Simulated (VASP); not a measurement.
Set up this calculation in VASP 6.6.1, as the native input.

```yaml
Task: single point
Functional: LDA
Potentials_or_basis: VASP PAW LDA potentials, release 64 (Si, Ti_sv)
Cutoff: 520 eV
k_mesh: 2 × 2 × 2
Occupations: fermi-dirac, width 0.02 eV
Spin: no spin polarisation
Dipole_correction: no
Further_INCAR_settings: LREAL = Auto; ALGO = Normal; EDIFF = 1e-07; NBANDS = 52
```

The structure of TiSi16 (a cell with a defect) lies in POSCAR:

```
TiSi16
1.0
    0.0000000000      5.4300000000      5.4300000000
    5.4300000000      0.0000000000      5.4300000000
    5.4300000000      5.4300000000      0.0000000000
Si Ti
16 1
Direct
    0.0063804788      0.0072830571     -0.0011683241
    0.1269578269      0.1278837937      0.1316464088
    0.0024166667      0.0033671271      0.5020113260
    0.1258970534      0.1268570902      0.6255066298
    0.0074942910      0.5015456722      0.0002246777
    0.1408374770      0.6252383978      0.1238767035
    0.0062538674      0.5002177716      0.5060015654
    0.1269174033      0.6329936464      0.6265695212
    0.5006247698      0.0083860958      0.0002455801
    0.6243207182      0.1417306630      0.1239251381
    0.4992454880      0.0071992634      0.5060443831
    0.6320459484      0.1278601289      0.6265860958
    0.5047237569      0.5056066298      0.0045441989
    0.6258126151      0.6266831492      0.1254678637
    0.5005839779      0.5015255985      0.5071854512
    0.6241909761      0.6251570902      0.6406257827
    0.7542351750      0.7551325967      0.2539729282
```

One way to write it, as run:

INCAR

```
SYSTEM = TiSi16
ALGO = Normal ; EDIFF = 1E-7
ENCUT = 520 ; GGA = CA
ISIF = 2 ; ISMEAR = -1
LASPH = .True. ; LCHARG = .True.
LELF = .True. ; LREAL = Auto
LVHAR = .True. ; LWAVE = .False.
NBANDS = 52 ; NELM = 60
PREC = Accurate ; SIGMA = 0.02
```

KPOINTS

```
k-points
0
Gamma
  2 2 2
  0 0 0
```

Potentials or basis: VASP PAW LDA potentials, release 64 (Si, Ti_sv).

The run is started by

```bash
$ cat potpaw_LDA.64/Si/POTCAR potpaw_LDA.64/Ti_sv/POTCAR > POTCAR
$ mpirun -np 1 vasp_std > vasp.out
```

It gave:

```json
{
  "Pressure": "0.1 GPa",
  "Largest force": "0.035 eV/Å",
  "Band gap on the k mesh": "zero (band 38 reaches 6.84 eV, above the bottom of band 39 at 6.45 eV)"
}
```

Caveat: the k points lie up to 0.50 Å⁻¹ apart.

Run time: 3.7 min on 1 thread of AMD EPYC 9R45 96-Core Processor (Zen 5), with other jobs on the host, peak memory 0.35 GiB.
